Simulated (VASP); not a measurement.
Si5P13, 18 atoms in the cell. The cell holds a disordered packing, 18 atoms: a = 7.050 Å, b = 7.051 Å, c = 7.040 Å, α = 90.50°, β = 87.18°, γ = 89.28°. 

- Program: VASP 6.6.1
- Task: relaxation of cell and atoms
- Functional: PBE
- Potentials or basis: VASP PAW PBE potentials, release 64 (Si, P)
- Cutoff: 600 eV
- k mesh: 2 × 2 × 2, shifted
- Occupations: gaussian, width 0.1 eV
- Spin: no spin polarisation
- Dipole correction: no
- Further INCAR settings: LREAL = Auto; ALGO = Normal; EDIFF = 1e-07; ISYM = 0; IBRION = 2; EDIFFG = -0.04; NSW = 90; ISIF = 3

Potentials or basis: VASP PAW PBE potentials, release 64 (Si, P).

Run with:

```console
$ cat potpaw_PBE.64/Si/POTCAR potpaw_PBE.64/P/POTCAR > POTCAR
$ mpirun -np 1 vasp_std > vasp.out
```

Hardware: 1 thread of Intel(R) Xeon(R) Platinum 8124M CPU @ 3.00GHz (Skylake/Cascade Lake), on a shared host.

**Question.** Estimate the wall time of this run.

**Answer.** Run time: 55 min on 1 thread of Intel(R) Xeon(R) Platinum 8124M CPU @ 3.00GHz (Skylake/Cascade Lake) (shared host), peak memory 0.47 GiB. Counts: scf iterations 369, k points 4, ion steps 41.
